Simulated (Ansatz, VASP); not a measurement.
## Two plane-wave programs on Ta

```
Ta
1.0
     2.90037    0.00000    0.00000
    -1.45019    2.51180    0.00000
     0.00000    0.00000    5.16627
Ta
2
Direct
  0.57709 0.15418 0.70645
  0.33333 0.66667 0.25000
```

Alike in both runs: task single point; functional PBEsol; k mesh 18 × 18 × 10; occupations gaussian, width 0.15 eV; no spin polarisation.

|  | VASP | Ansatz |
| --- | --- | --- |
| version | VASP 6.6.1 | Ansatz 0.2.0 |
| potentials or method | VASP PAW PBE potentials, release 64 (Ta_pv), cutoff 520 eV | scalar-relativistic, plane waves, PAW |
| valence electrons in the cell | 22 | 26 |

Ansatz gave:

| Property | Result |
| --- | --- |
| gap on the k mesh at the Fermi level (eV) | none |
| pressure (GPa) | -2.6 |
| traceless stress, the component that is largest in VASP (GPa) | -6.69 |
| rms of the force components (eV/Å) | 1.325 |

What did VASP give for the same quantities?

gap on the k mesh at the Fermi level (eV): none; pressure (GPa): -2.5; traceless stress, the component that is largest in VASP (GPa): -6.70; rms of the force components (eV/Å): 1.328.

VASP's potentials were made for PBE, not for PBEsol. Atom by atom the forces differ by 0.003 eV/Å (rms over components). A gap of «none» marks a metal or a gap that the smearing closes. VASP's potentials hold 22 valence electrons a cell and Ansatz's 26, so a difference there can come from the potentials and not from the codes.

Spin-orbit coupling is off throughout.
